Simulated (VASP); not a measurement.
Input of a VASP 6.6.1 run:

File INCAR:

```
SYSTEM = Si2Mo
PREC = Accurate
ENCUT = 600
EDIFF = 1E-6
ISMEAR = -1
SIGMA = 0.05
LREAL = .FALSE.
LASPH = .TRUE.
NELM = 80
ALGO = Normal
ISIF = 4
LWAVE = .FALSE.
LCHARG = .FALSE.
GGA = CA
IBRION = 2
NSW = 50
EDIFFG = -0.005
```

File KPOINTS:

```
Automatic mesh
0
G
  15 15 15
  0 0 0
```

POSCAR

```
Si2Mo
1.0
   -1.5208560389      1.5208560389      3.7265596403
    1.5208560389     -1.5208560389      3.7265596403
    1.5208560389      1.5208560389     -3.7265596403
Mo Si
1 2
Direct
    0.0000000000      0.0000000000      0.0000000000
    0.3352347194      0.3352347194      0.0000000000
   -0.3352347194     -0.3352347194      0.0000000000
```

Potentials or basis: VASP PAW LDA potentials, release 64 (Mo_sv, Si).

Launch:

```sh
$ cat potpaw_LDA.64/Mo_sv/POTCAR potpaw_LDA.64/Si/POTCAR > POTCAR
$ mpirun -np 1 vasp_std > vasp.out
```

**Question.** Estimate the band gap on the k mesh.

**Answer.** Zero (bands 11 and 12 overlap by 1.07 eV).

Final structure:
```yaml
crystal:
  lattice:
    - [-1.51585, 1.51585, 3.75121]
    - [1.51585, -1.51585, 3.75121]
    - [1.51585, 1.51585, -3.75121]
  atoms:
    - { symbol: Mo, position: [0.00000, 0.00000, 0.00000] }
    - { symbol: Si, position: [0.33340, 0.33340, 0.00000] }
    - { symbol: Si, position: [0.66660, 0.66660, 0.00000] }
```
